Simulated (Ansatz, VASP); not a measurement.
**One calculation of Na, two programs**

The input INCAR:

```
SYSTEM = Na
ALGO = Normal ; EDIFF = 1E-6
ENCUT = 520 ; GGA = PS
ISIF = 2 ; ISMEAR = -1
LASPH = .TRUE. ; LCHARG = .TRUE.
LELF = .TRUE. ; LREAL = .FALSE.
LVHAR = .TRUE. ; LWAVE = .FALSE.
NBANDS = 22 ; NELM = 80
PREC = Accurate ; SIGMA = 0.05
```

The input KPOINTS:

```
k-points
0
G
  8 8 3
  0 0 0
```

Contents of POSCAR:

```
Na
1.0
    3.6755475868      0.0000000000      0.0000000000
   -1.8377737934      3.1831175830      0.0000000000
    0.0000000000      0.0000000000     12.4531759071
Na
4
Direct
    0.6666666667      0.3333333333      0.7500000000
    0.0000000000      0.0000000000      0.5000000000
    0.3333333333      0.6666666667      0.2500000000
    0.0000000000      0.0000000000      0.0000000000
```

input.yaml

```yaml
crystal:
  lattice:
    - [3.6755475868, 0.0, 0.0]
    - [-1.8377737934, 3.183117583, 0.0]
    - [0.0, 0.0, 12.4531759071]
  atoms:
    - { symbol: Na, position: [0.6666666667, 0.3333333333, 0.75] }
    - { symbol: Na, position: [0.0, 0.0, 0.5] }
    - { symbol: Na, position: [0.3333333333, 0.6666666667, 0.25] }
    - { symbol: Na, position: [0.0, 0.0, 0.0] }
kpoints:
  mp_grid: { grid: [8, 8, 3] }
scf:
  occupations: { method: fermi_dirac, width: 0.05 }
hamiltonian:
  xc: pbesol
  pseudopotentials: { kind: all_electron, lapw: { basis_error: 0.001 } }
output:
  forces: true
  stress: true
  eigenvalues: true
```

Change from the starting cell: volume scaled by 0.98.

Alike in both runs: task single point; functional PBEsol; k mesh 8 × 8 × 3; occupations fermi-dirac, width 0.05 eV; no spin polarisation.

```csv
,VASP,Ansatz
version,VASP 6.6.1,Ansatz 0.2.0
potentials or method,"VASP PAW PBE potentials, release 64 (Na_pv), cutoff 520 eV","all-electron LAPW, scalar-relativistic"
```

VASP gave:

| Item | Value |
| --- | --- |
| gap on the k mesh at the Fermi level (eV) | none |
| pressure (GPa) | 0.0 |
| traceless stress, the component that is largest in VASP (GPa) | -0.67 |

Which values does Ansatz return?

gap on the k mesh at the Fermi level (eV): none; pressure (GPa): 0.0; traceless stress, the component that is largest in VASP (GPa): -0.66.

VASP's potentials were made for PBE, not for PBEsol. A gap of «none» marks a metal or a gap that the smearing closes. Ansatz ran all-electron here, and VASP with PAW potentials.
